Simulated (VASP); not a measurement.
## GaN: single point with PBE0

Crystal: GaN.

```xyz
2
Lattice="0.0000 2.2490 2.2490 2.2490 0.0000 2.2490 2.2490 2.2490 0.0000" Properties=species:S:1:pos:R:3 pbc="T T T"
Ga    0.0000    0.0000    0.0000
N     3.3734    3.3734    3.3734
```

| Quantity | Value |
| --- | --- |
| Program | VASP 6.6.1 |
| Task | single point |
| Functional | PBE0 |
| Potentials or basis | VASP PAW PBE potentials, release 64 (Ga_d, N) |
| Cutoff | 520 eV |
| k mesh | 6 × 6 × 6 |
| Occupations | gaussian, width 0.01 eV |
| Spin | no spin polarisation |

| Quantity | Value |
| --- | --- |
| Pressure | -0.2 GPa |
| Band gap on the k mesh | 3.75 eV |

Levels at points of the mesh, in eV from the valence-band top:
```
           k point  band 6  band 7  band 8  band 9  band 10  band 11  band 12  band 13
(0.00, 0.00, 0.00)  -15.28    0.00    0.00    0.00     3.75    12.73    12.73    12.73
(0.50, 0.00, 0.00)  -13.64   -7.63   -1.06   -1.06     6.88    11.23    12.71    12.71
(0.50, 0.50, 0.00)  -13.08   -6.63   -2.95   -2.95     5.20     8.94    14.40    16.88
```

It took 28 min on 1 thread of Intel(R) Xeon(R) Platinum 8488C (Sapphire Rapids), with other jobs on the host, peak memory 0.15 GiB.

Caveat: the PAW data sets were made with another functional, which shifts forces and pressure a little.
